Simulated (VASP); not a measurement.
A run of VASP 6.6.1 is set up as follows.

INCAR

```
SYSTEM = Be
PREC = Accurate ; ENCUT = 520
EDIFF = 1E-7 ; ISMEAR = 0
SIGMA = 0.1 ; LREAL = .False.
LASPH = .True. ; NELM = 80
ALGO = Normal ; ISIF = 2
LWAVE = .False. ; LCHARG = .False.
GGA = PE ; NBANDS = 7
```

The input KPOINTS:

```
regular mesh
0
Gamma
  6 6 8
  0 0 0
```

POSCAR

```
Be
1.0
    2.2518908699      0.0000000000      0.0000000000
    0.0000000000      2.2518908699      0.0000000000
    0.0000000000      0.0000000000      2.0412064148
Be
1
Direct
    0.5000000000      0.5000000000      0.0000000000
```

Potentials or basis: VASP PAW PBE potentials, release 64 (Be).

Command:

```console
$ cat potpaw_PBE.64/Be/POTCAR > POTCAR
$ mpirun -np 1 vasp_std > vasp.out
```

Question: Predict the pressure.

Answer: 0.0 GPa.

Question: Estimate the band gap on the k mesh.

Answer: Zero (bands 1 and 2 overlap by 6.77 eV).

Stress tensor (GPa, compression positive):
```
-0.05  0.00  0.00
 0.00 -0.05  0.00
 0.00  0.00  0.19
```

Caveat: the k points lie up to 0.47 Å⁻¹ apart, too coarse for converged energies and pressures of a metal.
